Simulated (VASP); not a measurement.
# Si (Fd-3m) in VASP: a series of runs, part 2 of 2

VASP 6.6.1.

### 3 Single point, LDA (volume scaled by 0.94)

INCAR

```
PREC = Accurate
ENCUT = 520
EDIFF = 1E-7
ISMEAR = -1
SIGMA = 0.08
LREAL = False
LASPH = True
NELM = 80
ALGO = Normal
ISIF = 2
LWAVE = False
LCHARG = True
GGA = CA
LELF = True
LVHAR = True
NBANDS = 11
```

KPOINTS

```
Automatic mesh
0
Gamma
  11 11 11
```

POSCAR

```
Si
1.0
    0.0000000000      2.6600366906      2.6600366906
    2.6600366906      0.0000000000      2.6600366906
    2.6600366906      2.6600366906      0.0000000000
Si
2
Direct
    0.5000000000      0.5000000000      0.5000000000
    0.7500000000      0.7500000000      0.7500000000
```

Potentials or basis: VASP PAW LDA potentials, release 64 (Si).

Run with:

```console
cat potpaw_LDA.64/Si/POTCAR > POTCAR
mpirun -np 1 vasp_std > vasp.out
```

OUTCAR:

```text
PREC = Accurate
   ENCUT = 520
   EDIFF = 1E-7
   ISMEAR = -1
   LREAL = False
   LASPH = True
   NELM = 80
   ISIF = 2
   GGA = CA

 ion  position               nearest neighbor table
   1  0.500  0.500  0.500-   2 2.30   2 2.30   2 2.30   2 2.30
   2  0.750  0.750  0.750-   1 2.30   1 2.30   1 2.30   1 2.30

  LATTYP: Found a face centered cubic cell.
 ALAT       =     5.3200733812

  Lattice vectors:

 A1 = (   0.0000000000,   2.6600366906,   2.6600366906)
 A2 = (   2.6600366906,   0.0000000000,   2.6600366906)
 A3 = (   2.6600366906,   2.6600366906,   0.0000000000)

Analysis of symmetry for initial positions (statically):
=====================================================================
 Subroutine PRICEL returns:
 Original cell was already a primitive cell.

 Routine SETGRP: Setting up the symmetry group for a
 face centered cubic supercell.

 Subroutine GETGRP returns: Found 48 space group operations
 (whereof 24 operations were pure point group operations)
 out of a pool of 48 trial point group operations.

The static configuration has the point symmetry T_d .
 The point group associated with its full space group is O_h .

Analysis of symmetry for dynamics (positions and initial velocities):
=====================================================================
 Subroutine PRICEL returns:
 Original cell was already a primitive cell.

 Routine SETGRP: Setting up the symmetry group for a
 face centered cubic supercell.

 Subroutine GETGRP returns: Found 48 space group operations
 (whereof 24 operations were pure point group operations)
 out of a pool of 48 trial point group operations.

The dynamic configuration has the point symmetry T_d .
 The point group associated with its full space group is O_h .

 Subroutine INISYM returns: Found 48 space group operations
 (whereof 24 operations are pure point group operations),
 and found     1 'primitive' translations

[... 112 lines left out ...]
   IMIX   =      4    mixing-type and parameters
     AMIX     =   0.40;   BMIX     =  1.00
     AMIX_MAG =   1.60;   BMIX_MAG =  1.00
  volume/ion in A,a.u.               =      18.82       127.02
  Fermi-wavevector in a.u.,A,eV,Ry     =   0.976953  1.846174 12.985918  0.954438
  Thomas-Fermi vector in A             =   2.107613
   LORBIT       =      0    0 simple, 1 ext, 2 COOP (PROOUT), +10 PAW based schemes
   GGA     = CA    functional components
   LHFCALC =     F    Hartree Fock is set to
   AEXX    =    0.0000 exact exchange contribution
   IVDW    =     0    specifies the selected vdW correction
   LEPSILON=     F    determine dielectric tensor
   LRPA    =     F    only Hartree local field effects (RPA)
 non-spin polarized calculation
  energy-cutoff  :      520.00
  volume of cell :       37.64
 maximum number of plane-waves:      1028
   NGX = 13   NGY = 13   NGZ = 13

 number of electron       8.0000000 magnetization

 Free energy of the ion-electron system (eV)
  ---------------------------------------------------
  ext. energy  EPLUGINS =         0.00000000
  ---------------------------------------------------
  free energy    TOTEN  =       -11.89316423 eV

  energy without entropy =      -11.89232658  energy(sigma->0) =      -11.89274540

 E-fermi :   6.5855     XC(G=0):  -9.8399

 val. band max:        6.4167299277   @ k =   0.0000   0.0000   0.0000
 cond. band min:       6.7916784414   @ k =   0.4545   0.4545   0.0000
 fundamental gap:      0.3749485137
 Fermi energy:         6.5855007208

 k-point     1 :       0.0000    0.0000    0.0000
  band No.  band energies     occupation
      1      -5.9729      2.00000
      2       6.4167      1.78367
      3       6.4167      1.78367
      4       6.4167      1.78367
      5       8.9656      0.00000
      6       8.9656      0.00000
      7       8.9656      0.00000
      8      10.3473      0.00000
      9      14.1747      0.00000
     10      14.1747      0.00000
     11      14.3633      0.00000
[... 309 lines left out ...]
 k-point    24 :      -0.1818    0.1818    0.0000
  band No.  band energies     occupation
      1      -4.7858      2.00000
      2       2.2690      2.00000
      3       3.5358      2.00000
      4       5.7049      1.99997
      5       9.4899      0.00000
      6      10.1962      0.00000
      7      10.5017      0.00000
      8      12.2397      0.00000
      9      12.4145      0.00000
     10      16.8034      0.00000
     11      17.2297      0.00000

 [... further k-points ...]
[... 5 lines left out ...]
  --------------------------------------------------------------------------------------
  -------------------------------------------------------------------------------------
  Total        1.1580345      1.1580345      1.1580345      0.0000000     -0.0000000      0.0000000
  in kB       49.2877743     49.2877743     49.2877743      0.0000000     -0.0000000      0.0000000
  external PRESSURE =      49.2877743 kB  Pullay stress =       0.0000000 kB

 VOLUME and BASIS-vectors are now :
 -----------------------------------------------------------------------------
  energy-cutoff  :      520.00
  volume of cell :       37.64
      direct lattice vectors                 reciprocal lattice vectors
     0.000000000  2.660036691  2.660036691    -0.187967332  0.187967332  0.187967332
     2.660036691  0.000000000  2.660036691     0.187967332 -0.187967332  0.187967332
     2.660036691  2.660036691  0.000000000     0.187967332  0.187967332 -0.187967332

 POSITION                                       TOTAL-FORCE (eV/Angst)
 -----------------------------------------------------------------------------------
      2.66004      2.66004      2.66004        -0.000000     -0.000000      0.000000
      3.99006      3.99006      3.99006         0.000000      0.000000     -0.000000
 -----------------------------------------------------------------------------------
    total drift:                                0.000000      0.000000     -0.000000

  FREE ENERGIE OF THE ION-ELECTRON SYSTEM (eV)
  ---------------------------------------------------
  free  energy   TOTEN  =       -11.8931642281 eV

  energy  without entropy=      -11.8923265818  energy(sigma->0) =      -11.89274540
```

OSZICAR:

```text
N       E                     dE             d eps       ncg     rms          rms(c)
DAV:   1     0.743393002461E+01    0.74339E+01   -0.34251E+03  1232   0.600E+02
DAV:   2    -0.116166889884E+02   -0.19051E+02   -0.18378E+02  1597   0.878E+01
DAV:   3    -0.121927522608E+02   -0.57606E+00   -0.57469E+00  1560   0.137E+01
DAV:   4    -0.121974611220E+02   -0.47089E-02   -0.47084E-02  1440   0.159E+00
DAV:   5    -0.121975122033E+02   -0.51081E-04   -0.51080E-04  1544   0.156E-01    0.543E+00
DAV:   6    -0.119854523217E+02    0.21206E+00   -0.13011E-01  1376   0.143E+00    0.326E+00
DAV:   7    -0.118930761358E+02    0.92376E-01   -0.22126E-01  1412   0.193E+00    0.303E-01
DAV:   8    -0.118932009455E+02   -0.12481E-03   -0.92875E-03  1394   0.528E-01    0.900E-02
DAV:   9    -0.118931597009E+02    0.41245E-04   -0.27533E-04  1509   0.863E-02    0.667E-02
DAV:  10    -0.118931643419E+02   -0.46410E-05   -0.19444E-05  1426   0.259E-02    0.344E-02
DAV:  11    -0.118931642246E+02    0.11728E-06   -0.11306E-06  1442   0.568E-03    0.219E-03
DAV:  12    -0.118931642281E+02   -0.35002E-08   -0.23708E-08   907   0.968E-04
   1 F= -.11893164E+02 E0= -.11892745E+02  d E =-.837646E-03
```

Wall time 8.9 s (1 thread of Intel Xeon 6975P-C, shared host); peak memory 0.14 GiB.

Results:

- Free energy: -11.8932 eV
- Pressure: 4.9 GPa
- Band gap on the k mesh: 0.38 eV, indirect (least direct gap 2.55 eV)

Levels at points of the mesh, in eV from the valence-band top:
| k point | band 1 | band 2 | band 3 | band 4 | band 5 | band 6 | band 7 | band 8 |
| --- | --- | --- | --- | --- | --- | --- | --- | --- |
| (0.00, 0.00, 0.00) | -12.39 | 0.00 | 0.00 | 0.00 | 2.55 | 2.55 | 2.55 | 3.93 |

 A k mesh can miss the band edges.

### 4 Single point, LDA (volume scaled by 0.98)

INCAR

```
ALGO     = Normal         # electronic algorithm
EDIFF    = 1E-7           # SCF threshold, eV
ENCUT    = 520            # plane-wave cutoff, eV
ISIF     = 2              # what is computed and relaxed
ISMEAR   = -1             # smearing method
LASPH    = True           # aspherical terms in the spheres
LCHARG   = False          # write CHGCAR
LREAL    = False          # projectors in reciprocal space
LWAVE    = False          # write WAVECAR
NBANDS   = 11             # bands
NELM     = 60             # most SCF steps
PREC     = Accurate       # precision mode
SIGMA    = 0.08           # smearing width, eV
```

KPOINTS

```
k-points
0
Gamma
  11 11 11
```

POSCAR

```
Si
1.0
    0.0000000000      2.6972448200      2.6972448200
    2.6972448200      0.0000000000      2.6972448200
    2.6972448200      2.6972448200      0.0000000000
Si
2
Direct
    0.5000000000      0.5000000000      0.5000000000
    0.7500000000      0.7500000000      0.7500000000
```

Potentials or basis: VASP PAW LDA potentials, release 64 (Si).

Run with:

```console
cat potpaw_LDA.64/Si/POTCAR > POTCAR
mpirun -np 1 vasp_std > vasp.out
```

OUTCAR:

```text
EDIFF = 1E-7
   ENCUT = 520
   ISIF = 2
   ISMEAR = -1
   LASPH = True
   LREAL = False
   NELM = 60
   PREC = Accurate

 ion  position               nearest neighbor table
   1  0.500  0.500  0.500-   2 2.34   2 2.34   2 2.34   2 2.34
   2  0.750  0.750  0.750-   1 2.34   1 2.34   1 2.34   1 2.34

  LATTYP: Found a face centered cubic cell.
 ALAT       =     5.3944896400

  Lattice vectors:

 A1 = (   0.0000000000,   2.6972448200,   2.6972448200)
 A2 = (   2.6972448200,   0.0000000000,   2.6972448200)
 A3 = (   2.6972448200,   2.6972448200,   0.0000000000)

[... 521 lines left out ...]

  FORCE on cell =-STRESS in cart. coord.  units (eV):
  Direction    XX          YY          ZZ          XY          YZ          ZX
  --------------------------------------------------------------------------------------
  -------------------------------------------------------------------------------------
  Total        0.1095284      0.1095284      0.1095284     -0.0000000      0.0000000      0.0000000
  in kB        4.4714292      4.4714292      4.4714292     -0.0000000      0.0000000      0.0000000
  external PRESSURE =       4.4714292 kB  Pullay stress =       0.0000000 kB

 VOLUME and BASIS-vectors are now :
 -----------------------------------------------------------------------------
  energy-cutoff  :      520.00
  volume of cell :       39.25
      direct lattice vectors                 reciprocal lattice vectors
     0.000000000  2.697244820  2.697244820    -0.185374348  0.185374348  0.185374348
     2.697244820  0.000000000  2.697244820     0.185374348 -0.185374348  0.185374348
     2.697244820  2.697244820  0.000000000     0.185374348  0.185374348 -0.185374348

 POSITION                                       TOTAL-FORCE (eV/Angst)
 -----------------------------------------------------------------------------------
      2.69724      2.69724      2.69724         0.000000      0.000000      0.000000
      4.04587      4.04587      4.04587        -0.000000     -0.000000     -0.000000
 -----------------------------------------------------------------------------------
    total drift:                                0.000000      0.000000     -0.000000

  FREE ENERGIE OF THE ION-ELECTRON SYSTEM (eV)
  ---------------------------------------------------
  free  energy   TOTEN  =       -11.9193967918 eV

  energy  without entropy=      -11.9187989159  energy(sigma->0) =      -11.91909785
```

stdout:

```text
POSCAR found type information on POSCAR Si
 POSCAR found :  1 types and       2 ions
 scaLAPACK will be used
 LDA part: xc-table for (Slater(with rela. corr.)+CA(PZ))
 , standard interpolation
 POSCAR, INCAR and KPOINTS ok, starting setup
 FFT: planning ... GRIDC
 FFT: planning ... GRID_SOFT
 FFT: planning ... GRID
 WAVECAR not read
 entering main loop
```

Wall time 9 s (1 thread of Intel Xeon 6975P-C, shared host); peak memory 0.14 GiB.

What came out:

| Property | Result |
| --- | --- |
| Free energy | -11.9194 eV |
| Pressure | 0.4 GPa |
| Band gap on the k mesh | 0.46 eV, indirect (least direct gap 2.53 eV) |

 A k mesh can miss the band edges.

### 5 Single point, LDA (volume scaled by 1.01)

INCAR

```
ALGO = Normal
EDIFF = 1E-6
ENCUT = 520
ISIF = 2
ISMEAR = -1
LASPH = True
LCHARG = True
LELF = True
LREAL = False
LVHAR = True
LWAVE = False
NBANDS = 11
NELM = 60
PREC = Accurate
SIGMA = 0.08
```

KPOINTS is that of step 4.

POSCAR

```
Si
1.0
    0.0000000000      2.7244915613      2.7244915613
    2.7244915613      0.0000000000      2.7244915613
    2.7244915613      2.7244915613      0.0000000000
Si
2
Direct
    0.5000000000      0.5000000000      0.5000000000
    0.7500000000      0.7500000000      0.7500000000
```

Run with:

```console
cat potpaw_LDA.64/Si/POTCAR > POTCAR
mpirun -np 1 vasp_std > vasp.out
```

Run time: 12 s. Hardware: 1 thread of Intel Xeon 6975P-C, shared host; peak memory 0.14 GiB.

It converged, with:

* Free energy: -11.9121 eV
* Pressure: -2.3 GPa
* Band gap on the k mesh: 0.51 eV, indirect (least direct gap 2.52 eV)

Levels at points of the mesh, in eV from the valence-band top:
| k point | band 1 | band 2 | band 3 | band 4 | band 5 | band 6 | band 7 | band 8 |
| --- | --- | --- | --- | --- | --- | --- | --- | --- |
| (0.00, 0.00, 0.00) | -11.89 | 0.00 | 0.00 | 0.00 | 2.52 | 2.52 | 2.52 | 3.09 |

 A k mesh can miss the band edges.

### 6 Single point, LDA (volume scaled by 1.04)

INCAR

```
SYSTEM = Si
PREC = Accurate
ENCUT = 520
EDIFF = 1E-7
ISMEAR = -1
SIGMA = 0.08
LREAL = .False.
LASPH = .True.
NELM = 60
ALGO = Normal
ISIF = 2
LWAVE = .False.
LCHARG = .False.
GGA = CA
NBANDS = 11
```

KPOINTS

```
regular mesh
0
Gamma
  11 11 11
  0 0 0
```

POSCAR

```
Si
1.0
    0.0000000000      2.7512039663      2.7512039663
    2.7512039663      0.0000000000      2.7512039663
    2.7512039663      2.7512039663      0.0000000000
Si
2
Direct
    0.5000000000      0.5000000000      0.5000000000
    0.7500000000      0.7500000000      0.7500000000
```

Potentials or basis: VASP PAW LDA potentials, release 64 (Si).

Run with:

```console
cat potpaw_LDA.64/Si/POTCAR > POTCAR
mpirun -np 1 vasp_std > vasp.out
```

Wall time 14 s (1 thread of Intel Xeon 6975P-C, shared host); peak memory 0.15 GiB.

It converged, with:

```
Free energy            : -11.8855 eV
Pressure               : -4.7 GPa
Band gap on the k mesh : 0.56 eV, indirect (least direct gap 2.45 eV)
```

Levels at points of the mesh, in eV from the valence-band top:
```csv
k point,band 1,band 2,band 3,band 4,band 5,band 6,band 7,band 8
"(0.00, 0.00, 0.00)",-11.69,0.00,0.00,0.00,2.51,2.51,2.51,2.77
```

### 7 Overview

| cell | gap on the mesh (eV) | pressure (GPa) |
| --- | --- | --- |
| a = 3.916 Å, angles 60.0°, 2 atoms | 0.59 | -6.1 |
| a = 3.762 Å, angles 60.0°, 2 atoms | 0.38 | 4.9 |
| a = 3.814 Å, angles 60.0°, 2 atoms | 0.46 | 0.4 |
| a = 3.853 Å, angles 60.0°, 2 atoms | 0.51 | -2.3 |
| a = 3.891 Å, angles 60.0°, 2 atoms | 0.56 | -4.7 |

Alike in all rows: task single point; level LDA; potentials or basis VASP PAW LDA potentials, release 64 (Si); no spin polarisation; k mesh 11 × 11 × 11; cutoff (eV) 520; smearing fermi-dirac 0.08 eV.

Absolute energies hang on the potentials; compare differences alone.
